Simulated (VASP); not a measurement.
# Sb (P-3m1) in VASP: relaxation of cell and atoms with PBE

Aim: the relaxation of cell and atoms of Sb with PBE.

All numbers are computed with VASP 6.6.1; they aren't measurements. Logs are shortened: lines on timing, memory, paths and dates and some standing lists are left out, and cuts for length are marked.

## 1. The cell of the first run

Symmetry: P-3m1, No. 164, trigonal system. Conventional cell: a = 3.516 Å, b = 3.516 Å, c = 7.774 Å, α = 90.00°, β = 90.00°, γ = 120.00°. Within 4.3 Å of Sb (site symmetry 3m) lie 12 Sb at 3.25 to 3.52 Å. Sb (site symmetry -3m) has 12 Sb at 3.31 to 3.52 Å within 4.4 Å.

## 2. Relaxation of cell and atoms, PBE

INCAR

```
PREC     = Accurate       # precision mode
ENCUT    = 500            # plane-wave cutoff, eV
EDIFF    = 1E-7           # SCF threshold, eV
ISMEAR   = 0              # smearing method
SIGMA    = 0.1            # smearing width, eV
LREAL    = F              # projectors in reciprocal space
LASPH    = T              # aspherical terms in the spheres
NELM     = 120            # most SCF steps
ALGO     = Normal         # electronic algorithm
ISIF     = 3              # what is computed and relaxed
LWAVE    = F              # write WAVECAR
LCHARG   = F              # write CHGCAR
GGA      = PE             # functional
IBRION   = 2              # ionic algorithm
NSW      = 100            # ionic steps
EDIFFG   = -0.01          # ionic threshold
GGA_COMPAT= F            
NELMIN   = 4
```

KPOINTS

```
regular mesh
0
Gamma
  18 18 6
```

POSCAR

```
Sb
1.0
    3.5162377905      0.0000000000      0.0000000000
   -1.7581188953      3.0451512523      0.0000000000
    0.0000000000      0.0000000000      7.7738108753
Sb
3
Direct
    0.6666666667      0.3333333333      0.6631353853
    0.3333333333      0.6666666667      0.3368646147
    0.0000000000      0.0000000000      0.0000000000
```

Potentials or basis: VASP PAW PBE potentials, release 64 (Sb).

Launch:

```bash
$ cat potpaw_PBE.64/Sb/POTCAR > POTCAR
$ mpirun -np 1 vasp_std > vasp.out
```

OUTCAR:

```text
PREC = Accurate
   ENCUT = 500
   EDIFF = 1E-7
   ISMEAR = 0
   LREAL = F
   LASPH = T
   NELM = 120
   ISIF = 3
   GGA = PE
   IBRION = 2
   NSW = 100
   EDIFFG = -0.01
   NELMIN = 4

 ion  position               nearest neighbor table
   1  0.667  0.333  0.663-   2 3.25   2 3.25   2 3.25   3 3.31   3 3.31   3 3.31
   2  0.333  0.667  0.337-   1 3.25   1 3.25   1 3.25   3 3.31   3 3.31   3 3.31
   3  0.000  0.000  0.000-   1 3.31   2 3.31   1 3.31   2 3.31   1 3.31   2 3.31

  LATTYP: Found a hexagonal cell.
 ALAT       =     3.5162377905
 C/A-ratio  =     2.2108319569

  Lattice vectors:

 A1 = (   3.5162377905,   0.0000000000,   0.0000000000)
 A2 = (  -1.7581188953,   3.0451512523,   0.0000000000)
 A3 = (   0.0000000000,   0.0000000000,   7.7738108753)

Analysis of symmetry for initial positions (statically):
=====================================================================
 Subroutine PRICEL returns:
 Original cell was already a primitive cell.

 Routine SETGRP: Setting up the symmetry group for a
 hexagonal supercell.

 Subroutine GETGRP returns: Found 12 space group operations
 (whereof 12 operations were pure point group operations)
 out of a pool of 24 trial point group operations.

The static configuration has the point symmetry D_3d.

Analysis of symmetry for dynamics (positions and initial velocities):
=====================================================================
 Subroutine PRICEL returns:
 Original cell was already a primitive cell.

 Routine SETGRP: Setting up the symmetry group for a
 hexagonal supercell.

 Subroutine GETGRP returns: Found 12 space group operations
 (whereof 12 operations were pure point group operations)
 out of a pool of 24 trial point group operations.

The dynamic configuration has the point symmetry D_3d.

 Subroutine INISYM returns: Found 12 space group operations
 (whereof 12 operations are pure point group operations),
 and found     1 'primitive' translations

----------------------------------------------------------------------------------------

                                     Primitive cell

  volume of cell :      83.2379

  direct lattice vectors                    reciprocal lattice vectors
     3.516237790  0.000000000  0.000000000     0.284394873  0.164195457  0.000000000
    -1.758118895  3.045151252  0.000000000     0.000000000  0.328390913  0.000000000
     0.000000000  0.000000000  7.773810875     0.000000000  0.000000000  0.128637037

  length of vectors
     3.516237790  3.516237791  7.773810875     0.328390913  0.328390913  0.128637037

  position of ions in fractional coordinates (direct lattice)
     0.666666667  0.333333333  0.663135385
     0.333333333  0.666666667  0.336864615
     0.000000000  0.000000000  0.000000000

  ion indices of the primitive-cell ions
   primitive index   ion index
                 1           1
                 2           2
                 3           3

----------------------------------------------------------------------------------------

 KPOINTS: regular mesh

Automatic generation of k-mesh.
 Grid dimensions read from file:
 generate k-points for:   18   18    6

 Generating k-lattice:

  Cartesian coordinates                     Fractional coordinates (reciprocal lattice)
     0.015799715  0.009121970  0.000000000     0.055555556 -0.000000000  0.000000000
     0.000000000  0.018243940  0.000000000     0.000000000  0.055555556  0.000000000
     0.000000000  0.000000000  0.021439506     0.000000000  0.000000000  0.166666667

  Length of vectors
     0.018243940  0.018243940  0.021439506

  Shift w.r.t. Gamma in fractional coordinates (k-lattice)
     0.000000000  0.000000000  0.000000000

 Subroutine IBZKPT returns following result:
 ===========================================

 Found    202 irreducible k-points:

 Following reciprocal coordinates:
            Coordinates               Weight
  0.000000  0.000000  0.000000      1.000000
  0.055556  0.000000  0.000000      6.000000
  0.111111  0.000000  0.000000      6.000000
  0.166667  0.000000  0.000000      6.000000
  0.222222 -0.000000  0.000000      6.000000
  0.277778  0.000000  0.000000      6.000000
[... 16 lines left out ...]
  0.333333  0.111111  0.000000     12.000000
  0.388889  0.111111  0.000000     12.000000
 [... further k-points ...]
   k-points           NKPTS =    202   k-points in BZ     NKDIM =    202   number of bands    NBANDS=     11
   number of dos      NEDOS =    301   number of ions     NIONS =      3
   total plane-waves  NPLWV =  47040
   dimension x,y,z NGX =    28 NGY =   28 NGZ =   60
   dimension x,y,z NGXF=    56 NGYF=   56 NGZF=  120
   ions per type =               3
   NGX,Y,Z   is equivalent  to a cutoff of  13.24, 13.24, 12.83 a.u.
   NGXF,Y,Z  is equivalent  to a cutoff of  26.48, 26.48, 25.66 a.u.
 SYSTEM =  unknown system
   PREC   = accura    normal or accurate (medium, high low for compatibility)
   ISTART =      0    job   : 0-new  1-cont  2-samecut
   ICHARG =      2    charge: 1-file 2-atom 10-const
   ISPIN  =      1    spin polarized calculation?
   LNONCOLLINEAR =      F non collinear calculations
   LSORBIT =      F    spin-orbit coupling
   LASPH  =      T    aspherical Exc in radial PAW
   ENCUT  =  500.0 eV  36.75 Ry    6.06 a.u.   6.41  6.41 14.17*2*pi/ulx,y,z
   NELM   =    120;   NELMIN=  4; NELMDL= -5     # of ELM steps
   EDIFF  = 0.1E-06   stopping-criterion for ELM
   LREAL  =      F    real-space projection
   EDIFFG = -.1E-01   stopping-criterion for IOM
   NSW    =    100    number of steps for IOM
   IBRION =      2    ionic relax: 0-MD 1-quasi-New 2-CG
   NFREE  =      1    steps in history (QN), initial steepest desc. (CG)
   ISIF   =      3    stress and relaxation
   ISYM   =      2    0-nonsym 1-usesym 2-fastsym
   POTIM  = 0.5000    time-step for ionic-motion
   TEBEG  =    0.0;   TEEND  =   0.0 temperature during run
   PSTRESS=    0.0 pullay stress
   NELECT =      15.0000    total number of electrons
   NUPDOWN=      -1.0000    fix difference up-down
   EMIN   =  10.00;   EMAX   =-10.00  energy-range for DOS
   EFERMI =   0.00;   METHOD = LEGACY
   ISMEAR =     0;   SIGMA  =   0.10  broadening in eV -4-tet -1-fermi 0-gaus
   EFERMI_NEDOS =   21; number of points for ismear=-14 and -15
   IALGO  =     38    algorithm
   IMIX   =      4    mixing-type and parameters
     AMIX     =   0.40;   BMIX     =  1.00
     AMIX_MAG =   1.60;   BMIX_MAG =  1.00
  volume/ion in A,a.u.               =      27.75       187.24
  Fermi-wavevector in a.u.,A,eV,Ry     =   0.924694  1.747419 11.633794  0.855060
  Thomas-Fermi vector in A             =   2.050468
   LORBIT       =      0    0 simple, 1 ext, 2 COOP (PROOUT), +10 PAW based schemes
   GGA     = PE    functional components
   LHFCALC =     F    Hartree Fock is set to
   AEXX    =    0.0000 exact exchange contribution
   IVDW    =     0    specifies the selected vdW correction
   LEPSILON=     F    determine dielectric tensor
   LRPA    =     F    only Hartree local field effects (RPA)
 conjugate gradient relaxation of ions
 non-spin polarized calculation
 Gauss-broadening in eV      SIGMA  =   0.10
  energy-cutoff  :      500.00
  volume of cell :       83.24
 maximum number of plane-waves:      2143
 NGX is ok and might be reduce to    28
   NGX = 13   NGY = 13   NGZ = 29

--------------------------------------- Ionic step        1  -------------------------------------------

 number of electron      15.0000000 magnetization

 Free energy of the ion-electron system (eV)
  ---------------------------------------------------
  ext. energy  EPLUGINS =         0.00000000
  ---------------------------------------------------
  free energy    TOTEN  =       -11.48792778 eV

  energy without entropy =      -11.47828887  energy(sigma->0) =      -11.48310833

------------------------ aborting loop because EDIFF is reached ----------------------------------------

  FORCE on cell =-STRESS in cart. coord.  units (eV):
  Direction    XX          YY          ZZ          XY          YZ          ZX
  --------------------------------------------------------------------------------------
  -------------------------------------------------------------------------------------
  Total       -0.0143343     -0.0143343     -0.4387347      0.0000000      0.0000000      0.0000000
  in kB       -0.2759088     -0.2759088     -8.4448417      0.0000000      0.0000000      0.0000000
  external PRESSURE =      -2.9988864 kB  Pullay stress =       0.0000000 kB
[... 92 lines left out ...]
  FREE ENERGIE OF THE ION-ELECTRON SYSTEM (eV)
  ---------------------------------------------------
  free  energy   TOTEN  =       -11.4901978201 eV

  energy  without entropy=      -11.4797145339  energy(sigma->0) =      -11.48495618

 E-fermi :   7.9769     XC(G=0): -10.0581

 val. band max:        7.9758796383   @ k =   0.3889   0.1111   0.0000
 cond. band min:       7.9836925482   @ k =   0.0000   0.2778   0.1667
 fundamental gap:      0.0078129099
 Fermi energy:         7.9768682615

 k-point     1 :       0.0000    0.0000    0.0000
  band No.  band energies     occupation
      1      -4.6537      2.00000
      2      -1.9121      2.00000
      3      -1.9069      2.00000
      4       6.6693      2.00000
      5       6.6727      2.00000
      6      10.1692      0.00000
      7      10.1692      0.00000
      8      10.1728      0.00000
      9      10.1728      0.00000
     10      12.2021      0.00000
     11      12.2021      0.00000
[... 309 lines left out ...]
 k-point    24 :       0.3889    0.1111    0.0000
  band No.  band energies     occupation
      1      -1.8388      2.00000
      2      -0.8382      2.00000
      3       0.3216      2.00000
      4       3.3314      2.00000
      5       3.6278      2.00000
      6       4.3963      2.00000
      7       6.3929      2.00000
      8       7.9759      1.01116
      9       8.2101      0.00097
     10      10.1593      0.00000
     11      10.4087      0.00000

 [... further k-points ...]

[... ionic steps 4 to 34 ...]

--------------------------------------- Ionic step       35  -------------------------------------------

 number of electron      15.0000000 magnetization

------------------------ aborting loop because EDIFF is reached ----------------------------------------

  FORCE on cell =-STRESS in cart. coord.  units (eV):
  Direction    XX          YY          ZZ          XY          YZ          ZX
  --------------------------------------------------------------------------------------
  -------------------------------------------------------------------------------------
  Total       -0.0581443     -0.0581443      0.0177685      0.0000000      0.0000000     -0.0000000
  in kB       -1.0328063     -1.0328063      0.3156184      0.0000000      0.0000000     -0.0000000
  external PRESSURE =      -0.5833314 kB  Pullay stress =       0.0000000 kB
[... 59 lines left out ...]
  energy  without entropy=      -12.2719664765  energy(sigma->0) =      -12.27565919

--------------------------------------- Ionic step       37  -------------------------------------------

 number of electron      15.0000000 magnetization

 Free energy of the ion-electron system (eV)
  ---------------------------------------------------
  ext. energy  EPLUGINS =         0.00000000
  ---------------------------------------------------
  free energy    TOTEN  =       -12.27939550 eV

  energy without entropy =      -12.27210123  energy(sigma->0) =      -12.27574837

 E-fermi :   7.0397     XC(G=0):  -9.5950

 val. band max:        7.0363734629   @ k =  -0.1111   0.5000   0.3333
 cond. band min:       7.0418902068   @ k =  -0.0556   0.3333   0.3333
 fundamental gap:      0.0055167439
 Fermi energy:         7.0397495888

 k-point     1 :       0.0000    0.0000    0.0000
  band No.  band energies     occupation
      1      -5.2840      2.00000
      2      -0.7921      2.00000
      3      -0.7880      2.00000
      4       5.8252      2.00000
      5       5.8252      2.00000
      6       5.8288      2.00000
      7       5.8288      2.00000
      8       6.7277      1.99999
      9       6.7323      1.99999
     10      10.2968      0.00000
     11      10.3072      0.00000
[... 309 lines left out ...]
 k-point    24 :       0.3889    0.1111    0.0000
  band No.  band energies     occupation
      1      -3.3693      2.00000
      2      -2.4497      2.00000
      3      -0.6759      2.00000
      4       3.5063      2.00000
      5       3.6861      2.00000
      6       3.9860      2.00000
      7       4.7480      2.00000
      8       7.1797      0.04782
      9       7.4400      0.00000
     10       9.6892      0.00000
     11      10.4483      0.00000

 [... further k-points ...]

------------------------ aborting loop because EDIFF is reached ----------------------------------------

  FORCE on cell =-STRESS in cart. coord.  units (eV):
  Direction    XX          YY          ZZ          XY          YZ          ZX
  --------------------------------------------------------------------------------------
  -------------------------------------------------------------------------------------
  Total       -0.0127298     -0.0127298      0.0259616      0.0000000     -0.0000000     -0.0000000
  in kB       -0.2263631     -0.2263631      0.4616537      0.0000000     -0.0000000     -0.0000000
  external PRESSURE =       0.0029758 kB  Pullay stress =       0.0000000 kB
[... 18 lines left out ...]
  FREE ENERGIE OF THE ION-ELECTRON SYSTEM (eV)
  ---------------------------------------------------
  free  energy   TOTEN  =       -12.2793954956 eV

  energy  without entropy=      -12.2721012344  energy(sigma->0) =      -12.27574837

 reached required accuracy - stopping structural energy minimisation
```

Run time: 36 min. Hardware: 1 thread of Oxide Virtual Turin-like, shared host; peak memory 0.33 GiB.

What came out:

- Free energy: -12.2794 eV
- Relaxed volume: 30.03 Å³/atom
- Relaxed cell: a = 4.393 Å, b = 4.393 Å, c = 5.392 Å, α = 90.00°, β = 90.00°, γ = 120.00°
- Space group after relaxing (to 0.1 Å): Pm-3m (No. 221)
- Energy gained by relaxing: 263.8 meV/atom
- Ionic steps: 37
- Pressure after relaxing: 0.0 GPa
- Largest force after relaxing: 0.006 eV/Å
- Band gap on the k mesh: zero (an odd number of electrons rules out a gap without spin polarisation)

Forces on the atoms (eV/Å):
```
Sb   0.000  0.000  0.006
Sb   0.000  0.000 -0.006
Sb   0.000  0.000  0.000
```

Step by step:
```tsv
step	energy change (eV)	largest force (eV/Å)	pressure (GPa)	volume (Å³)
1	0.0000	0.0481	-0.30	83.24
2	-0.0021	0.0449	0.21	82.61
3	-0.0023	0.0437	0.39	82.39
4	-0.0042	0.0355	0.36	82.53
5	-0.0123	0.0191	0.28	82.91
6	-0.0469	0.0005	0.14	83.62
7	-0.1423	0.0223	0.24	84.78
8	-0.4010	0.3272	1.73	86.00
9	-0.4475	1.3585	6.08	83.37
10	-0.4829	1.3449	5.75	83.79
11	-0.5966	0.8790	3.54	85.68
12	-0.5340	1.2621	5.29	84.24
13	-0.5887	1.1313	4.51	84.98
14	-0.5631	1.2067	4.93	84.60
15	-0.5633	1.2072	4.91	84.62
16	-0.5638	1.2084	4.86	84.69
17	-0.5647	1.2103	4.75	84.82
18	-0.5658	1.2127	4.54	85.08
19	-0.5658	1.2106	4.11	85.58
20	-0.5677	1.2063	4.09	85.61
21	-0.5733	1.1942	4.01	85.68
22	-0.5843	1.1696	3.87	85.83
23	-0.6053	1.1187	3.58	86.12
24	-0.6435	1.0111	3.02	86.70
25	-0.7014	0.7890	1.94	87.80
26	-0.7316	0.3306	0.13	89.84
27	-0.7348	0.4365	0.54	89.35
28	-0.7412	0.4272	0.47	89.46
29	-0.7576	0.3980	0.27	89.78
30	-0.7767	0.3312	-0.08	90.35
31	-0.7790	0.2950	-0.23	90.59
32	-0.7838	0.2369	-0.06	90.27
33	-0.7898	0.0697	0.43	89.42
34	-0.7913	0.0138	-0.06	90.20
35	-0.7913	0.0139	-0.06	90.20
36	-0.7914	0.0039	-0.03	90.15
37	-0.7915	0.0062	0.00	90.10
```

Final structure:
```
Sb
1.0
     4.39265    0.00000    0.00000
    -2.19632    3.80414    0.00000
     0.00000    0.00000    5.39190
Sb
3
Cartesian
  2.1963 1.2680 3.5938
  0.0000 2.5361 1.7981
  0.0000 0.0000 0.0000
```

Caveat: a cell axis changed by over 15 % at a fixed basis, so the end point is rough; spin-orbit coupling is left out, which moves the levels of the heavy elements; an odd number of electrons without spin polarisation forces a metal; a magnetic or distorted state may lie lower.
